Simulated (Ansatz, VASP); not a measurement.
Sn2Sb2Te in VASP and in Ansatz

```
Sn Sb Te
1.0
     5.52871    0.00000    0.00000
    -2.76436    4.78801    0.00000
     0.00000    0.00000    6.30497
Sn Sb Te
2 2 1
Direct
  0.33333 0.66667 0.50000
  0.66667 0.33333 0.50000
  0.33333 0.66667 0.00000
  0.66667 0.33333 0.00000
  0.00000 0.00000 0.50000
```

Alike in both runs: functional PBE; k mesh 3 × 3 × 4; occupations gaussian, width 0.1 eV; no spin polarisation.

Ansatz relaxed the structure, and its values are those at the end. VASP's run is a single point on that final structure, the one shown.

|  | VASP | Ansatz |
| --- | --- | --- |
| version | VASP 6.6.1 | Ansatz 0.2.0 |
| potentials or method | VASP PAW PBE potentials, release 64 (Sn_d, Sb, Te), cutoff 520 eV | scalar-relativistic, plane waves, PAW |
| valence electrons in the cell | 44 | 74 |

Ansatz gave:

* gap on the k mesh at the Fermi level (eV): none
* pressure (GPa): 0.1

Question: What did VASP give for the same quantities?

Answer: gap on the k mesh at the Fermi level (eV): none; pressure (GPa): 0.0.

A gap of «none» marks a metal or a gap that the smearing closes. The functional is the same, so the differences come from potentials, cutoffs and numerics. VASP's potentials hold 44 valence electrons a cell and Ansatz's 74, so a difference there can come from the potentials and not from the codes.

The k mesh is coarse, so the values compare programs but aren't converged. Spin-orbit coupling is off throughout.
